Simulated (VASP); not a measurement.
# Ni (P6_3/mmc) in VASP: further runs

Ni is run at these levels: LDA; tasks: single point.

All numbers are computed with VASP 6.6.1; they aren't measurements. Logs are shortened: lines on timing, memory, paths and dates and some standing lists are left out, and cuts for length are marked.

**1. The cell of the first run**

It takes space group P6_3/mmc (No. 194, hexagonal). The conventional cell has a = 2.448 Å, b = 2.448 Å, c = 4.073 Å, α = 90.00°, β = 90.00°, γ = 120.00°. Ni (site symmetry -6m2) has 12 Ni at 2.45 to 2.48 Å within 3.2 Å.

This isn't the form of Ni at room conditions, which is fcc.

**2. Single point, LDA, collinear spin, ferromagnetic start**

Input file INCAR:

```
  ALGO = Normal
  EDIFF = 1E-6
  ENCUT = 520
  ISIF = 2
  ISMEAR = -1
  ISPIN = 2
  LASPH = True
  LCHARG = False
  LMAXMIX = 4
  LORBIT = 11
  LREAL = False
  LWAVE = False
  MAGMOM = 2 2
  NBANDS = 21
  NELM = 150
  PREC = Accurate
  SIGMA = 0.15
```

Input file KPOINTS:

```
k-points
0
Gamma
  16 16 9
```

Input file POSCAR:

```
Ni
1.0
    2.4480229000      0.0000000000      0.0000000000
   -1.2240114500      2.1200500200      0.0000000000
    0.0000000000      0.0000000000      4.0728075700
Ni
2
Direct
    0.3333333333      0.6666666667      0.2500000000
    0.6666666667      0.3333333333      0.7500000000
```

Potentials or basis: VASP PAW LDA potentials, release 64 (Ni).

The run is started by

```sh
$ cat potpaw_LDA.64/Ni/POTCAR > POTCAR
$ mpirun -np 1 vasp_std > vasp.out
```

OUTCAR:

```text
EDIFF = 1E-6
   ENCUT = 520
   ISIF = 2
   ISMEAR = -1
   ISPIN = 2
   LASPH = True
   LORBIT = 11
   LREAL = False
   NELM = 150
   PREC = Accurate

 ion  position               nearest neighbor table
   1  0.333  0.667  0.250-   2 2.48   2 2.48   2 2.48   2 2.48   2 2.48   2 2.48
   2  0.667  0.333  0.750-   1 2.48   1 2.48   1 2.48   1 2.48   1 2.48   1 2.48

  LATTYP: Found a hexagonal cell.
 ALAT       =     2.4480229000
 C/A-ratio  =     1.6637130192

  Lattice vectors:

 A1 = (   2.4480229000,   0.0000000000,   0.0000000000)
 A2 = (  -1.2240114500,   2.1200500200,   0.0000000000)
 A3 = (   0.0000000000,   0.0000000000,   4.0728075700)

Analysis of symmetry for initial positions (statically):
=====================================================================
 Subroutine PRICEL returns:
 Original cell was already a primitive cell.

 Routine SETGRP: Setting up the symmetry group for a
 hexagonal supercell.

 Subroutine GETGRP returns: Found 24 space group operations
 (whereof 12 operations were pure point group operations)
 out of a pool of 24 trial point group operations.

The static configuration has the point symmetry D_3d.
 The point group associated with its full space group is D_6h.

Analysis of symmetry for dynamics (positions and initial velocities):
=====================================================================
 Subroutine PRICEL returns:
 Original cell was already a primitive cell.

 Routine SETGRP: Setting up the symmetry group for a
 hexagonal supercell.

 Subroutine GETGRP returns: Found 24 space group operations
 (whereof 12 operations were pure point group operations)
 out of a pool of 24 trial point group operations.

The dynamic configuration has the point symmetry D_3d.
 The point group associated with its full space group is D_6h.

Analysis of structural, dynamic, and magnetic symmetry:
=====================================================================
 Subroutine PRICEL returns:
 Original cell was already a primitive cell.

 Routine SETGRP: Setting up the symmetry group for a
 hexagonal supercell.

 Subroutine GETGRP returns: Found 24 space group operations
 (whereof 12 operations were pure point group operations)
 out of a pool of 24 trial point group operations.

The overall configuration has the point symmetry D_3d.
 The point group associated with its full space group is D_6h.

 Subroutine INISYM returns: Found 24 space group operations
 (whereof 12 operations are pure point group operations),
 and found     1 'primitive' translations

----------------------------------------------------------------------------------------

                                     Primitive cell

  volume of cell :      21.1376

  direct lattice vectors                    reciprocal lattice vectors
     2.448022900  0.000000000  0.000000000     0.408492911  0.235843492  0.000000000
    -1.224011450  2.120050020  0.000000000     0.000000000  0.471686984  0.000000000
     0.000000000  0.000000000  4.072807570     0.000000000  0.000000000  0.245530873

  length of vectors
     2.448022900  2.448022900  4.072807570     0.471686984  0.471686984  0.245530873

  position of ions in fractional coordinates (direct lattice)
     0.333333333  0.666666667  0.250000000
     0.666666667  0.333333333  0.750000000

  ion indices of the primitive-cell ions
   primitive index   ion index
                 1           1
                 2           2

----------------------------------------------------------------------------------------

 KPOINTS: k-points

Automatic generation of k-mesh.
 Grid dimensions read from file:
 generate k-points for:   16   16    9

 Generating k-lattice:

  Cartesian coordinates                     Fractional coordinates (reciprocal lattice)
     0.025530807  0.014740218  0.000000000     0.062500000  0.000000000  0.000000000
     0.000000000  0.029480437  0.000000000     0.000000000  0.062500000  0.000000000
     0.000000000  0.000000000  0.027281208     0.000000000  0.000000000  0.111111111

  Length of vectors
     0.029480436  0.029480437  0.027281208

  Shift w.r.t. Gamma in fractional coordinates (k-lattice)
     0.000000000  0.000000000  0.000000000

 Subroutine IBZKPT returns following result:
 ===========================================

 Found    150 irreducible k-points:

 Following reciprocal coordinates:
            Coordinates               Weight
  0.000000  0.000000  0.000000      1.000000
  0.062500  0.000000  0.000000      6.000000
  0.125000  0.000000  0.000000      6.000000
  0.187500  0.000000  0.000000      6.000000
  0.250000  0.000000  0.000000      6.000000
  0.312500  0.000000  0.000000      6.000000
[... 16 lines left out ...]
  0.187500  0.187500  0.000000      6.000000
  0.250000  0.187500  0.000000     12.000000
 [... further k-points ...]
   k-points           NKPTS =    150   k-points in BZ     NKDIM =    150   number of bands    NBANDS=     21
   number of dos      NEDOS =    301   number of ions     NIONS =      2
   total plane-waves  NPLWV =   9720
   dimension x,y,z NGX =    18 NGY =   18 NGZ =   30
   dimension x,y,z NGXF=    36 NGYF=   36 NGZF=   60
   ions per type =               2
   NGX,Y,Z   is equivalent  to a cutoff of  12.22, 12.22, 12.25 a.u.
   NGXF,Y,Z  is equivalent  to a cutoff of  24.45, 24.45, 24.49 a.u.
 SYSTEM =  unknown system
   PREC   = accura    normal or accurate (medium, high low for compatibility)
   ISTART =      0    job   : 0-new  1-cont  2-samecut
   ICHARG =      2    charge: 1-file 2-atom 10-const
   ISPIN  =      2    spin polarized calculation?
   LNONCOLLINEAR =      F non collinear calculations
   LSORBIT =      F    spin-orbit coupling
   LASPH  =      T    aspherical Exc in radial PAW
   ENCUT  =  520.0 eV  38.22 Ry    6.18 a.u.   4.55  4.55  7.57*2*pi/ulx,y,z
   NELM   =    150;   NELMIN=  2; NELMDL= -5     # of ELM steps
   EDIFF  = 0.1E-05   stopping-criterion for ELM
   LREAL  =      F    real-space projection
   EDIFFG = 0.1E-04   stopping-criterion for IOM
   NSW    =      0    number of steps for IOM
   IBRION =     -1    ionic relax: 0-MD 1-quasi-New 2-CG
   NFREE  =      0    steps in history (QN), initial steepest desc. (CG)
   ISIF   =      2    stress and relaxation
   ISYM   =      2    0-nonsym 1-usesym 2-fastsym
   POTIM  = 0.5000    time-step for ionic-motion
   TEBEG  =    0.0;   TEEND  =   0.0 temperature during run
   PSTRESS=    0.0 pullay stress
   NELECT =      20.0000    total number of electrons
   NUPDOWN=      -1.0000    fix difference up-down
   EMIN   =  10.00;   EMAX   =-10.00  energy-range for DOS
   EFERMI =   0.00;   METHOD = LEGACY
   ISMEAR =    -1;   SIGMA  =   0.15  broadening in eV -4-tet -1-fermi 0-gaus
   EFERMI_NEDOS =   21; number of points for ismear=-14 and -15
   IALGO  =     38    algorithm
   IMIX   =      4    mixing-type and parameters
     AMIX     =   0.40;   BMIX     =  1.00
     AMIX_MAG =   1.60;   BMIX_MAG =  1.00
  volume/ion in A,a.u.               =      10.57        71.32
  Fermi-wavevector in a.u.,A,eV,Ry     =   1.607187  3.037143 35.144518  2.583049
  Thomas-Fermi vector in A             =   2.703255
   LORBIT       =     11    0 simple, 1 ext, 2 COOP (PROOUT), +10 PAW based schemes
   GGA     = CA    functional components
   LHFCALC =     F    Hartree Fock is set to
   AEXX    =    0.0000 exact exchange contribution
   IVDW    =     0    specifies the selected vdW correction
   LEPSILON=     F    determine dielectric tensor
   LRPA    =     F    only Hartree local field effects (RPA)
 spin polarized calculation
  energy-cutoff  :      520.00
  volume of cell :       21.14
 maximum number of plane-waves:       586
   NGX =  9   NGY =  9   NGZ = 15

 number of electron      19.9999995 magnetization       0.9895119

 Free energy of the ion-electron system (eV)
  ---------------------------------------------------
  ext. energy  EPLUGINS =         0.00000000
  ---------------------------------------------------
  free energy    TOTEN  =       -13.21004376 eV

  energy without entropy =      -12.93905141  energy(sigma->0) =      -13.07454759

 E-fermi :   9.4452     XC(G=0): -13.7837

 val. band max:        9.4450059445   @ k =   0.3750   0.0000   0.4444
 cond. band min:       9.4452101739   @ k =   0.3125   0.1250   0.4444
 fundamental gap:      0.0002042294
 Fermi energy:         9.4451856821

 spin component 1

 k-point     1 :       0.0000    0.0000    0.0000
  band No.  band energies     occupation
      1       0.2609      1.00000
      2       4.5174      1.00000
      3       7.0246      1.00000
      4       7.1848      1.00000
      5       7.1848      1.00000
      6       7.4528      1.00000
[... 13 lines left out ...]
     20      36.2112      0.00000
     21      40.1336      0.00000
[... 529 lines left out ...]
 k-point    24 :       0.2500    0.1875    0.0000
  band No.  band energies     occupation
      1       4.4694      1.00000
      2       5.6848      1.00000
      3       5.7673      1.00000
      4       6.0901      1.00000
      5       6.9590      1.00000
      6       7.3042      1.00000
[... 13 lines left out ...]
     20      38.8142      0.00000
     21      40.9425      0.00000

 [... further k-points ...]

 spin component 2

 k-point     1 :       0.0000    0.0000    0.0000
  band No.  band energies     occupation
      1       0.3003      1.00000
      2       4.8092      1.00000
      3       7.5015      1.00000
      4       7.6564      0.99999
      5       7.6564      0.99999
      6       7.9365      0.99996
[... 13 lines left out ...]
     20      36.3242      0.00000
     21      40.2539      0.00000
[... 529 lines left out ...]
 k-point    24 :       0.2500    0.1875    0.0000
  band No.  band energies     occupation
      1       4.5841      1.00000
      2       6.0384      1.00000
      3       6.1503      1.00000
      4       6.4622      1.00000
      5       7.3999      1.00000
      6       7.7529      0.99999
[... 13 lines left out ...]
     20      38.9146      0.00000
     21      40.9765      0.00000

 [... further k-points ...]
[... 5 lines left out ...]
  --------------------------------------------------------------------------------------
  -------------------------------------------------------------------------------------
  Total       -1.2046458     -1.2046458     -1.6877374     -0.0000000      0.0000000      0.0000000
  in kB      -91.3091863    -91.3091862   -127.9263402     -0.0000000      0.0000000      0.0000000
  external PRESSURE =    -103.5149042 kB  Pullay stress =       0.0000000 kB

 VOLUME and BASIS-vectors are now :
 -----------------------------------------------------------------------------
  energy-cutoff  :      520.00
  volume of cell :       21.14
      direct lattice vectors                 reciprocal lattice vectors
     2.448022900  0.000000000  0.000000000     0.408492911  0.235843492  0.000000000
    -1.224011450  2.120050020  0.000000000     0.000000000  0.471686984  0.000000000
     0.000000000  0.000000000  4.072807570     0.000000000  0.000000000  0.245530873

 POSITION                                       TOTAL-FORCE (eV/Angst)
 -----------------------------------------------------------------------------------
     -0.00000      1.41337      1.01820         0.000000      0.000000      0.000000
      1.22401      0.70668      3.05461        -0.000000     -0.000000      0.000000
 -----------------------------------------------------------------------------------
    total drift:                               -0.000000      0.000000     -0.000000

  FREE ENERGIE OF THE ION-ELECTRON SYSTEM (eV)
  ---------------------------------------------------
  free  energy   TOTEN  =       -13.2100437645 eV

  energy  without entropy=      -12.9390514115  energy(sigma->0) =      -13.07454759

 total charge

# of ion       s       p       d       tot
------------------------------------------
    1        0.511   0.521   8.343   9.375
    2        0.511   0.521   8.343   9.375
--------------------------------------------------
tot          1.021   1.042  16.687  18.750

 magnetization (x)

# of ion       s       p       d       tot
------------------------------------------
    1       -0.004  -0.015   0.515   0.496
    2       -0.004  -0.015   0.515   0.496
--------------------------------------------------
tot         -0.007  -0.029   1.029   0.993
```

It took 2.7 min on 1 thread of Intel Xeon 8259CL, shared host; peak memory 0.2 GiB.

What came out:

```yaml
Free_energy: -13.2100 eV
Pressure: -10.4 GPa
Net_moment: 0.99 μB per cell
Site_moments: Ni +0.50 μB
Valence_electrons_inside_the_program's_atomic_spheres: Ni 9.38
```

Stress tensor (GPa, compression positive):
```
 -9.13   0.00   0.00
  0.00  -9.13   0.00
  0.00   0.00 -12.79
```

Levels at points of the mesh, in eV from the Fermi level:
Spin up:
| k point | band 9 | band 10 | band 11 | band 12 | band 13 | band 14 |
| --- | --- | --- | --- | --- | --- | --- |
| (0.00, 0.00, 0.00) | -1.50 | -0.55 | -0.55 | -0.50 | 5.70 | 23.17 |
| (0.50, 0.00, 0.00) | -0.38 | -0.28 | 1.36 | 3.29 | 9.47 | 9.99 |
Spin down:
```csv
k point,band 8,band 9,band 10,band 11,band 12,band 13
"(0.00, 0.00, 0.00)",-1.01,-1.01,-0.47,-0.03,-0.03,6.01
"(0.50, 0.00, 0.00)",0.14,0.14,0.26,1.71,3.58,9.61
```

Caveat: the cell stands under tension.

(Part 1 of 2 ends here.)
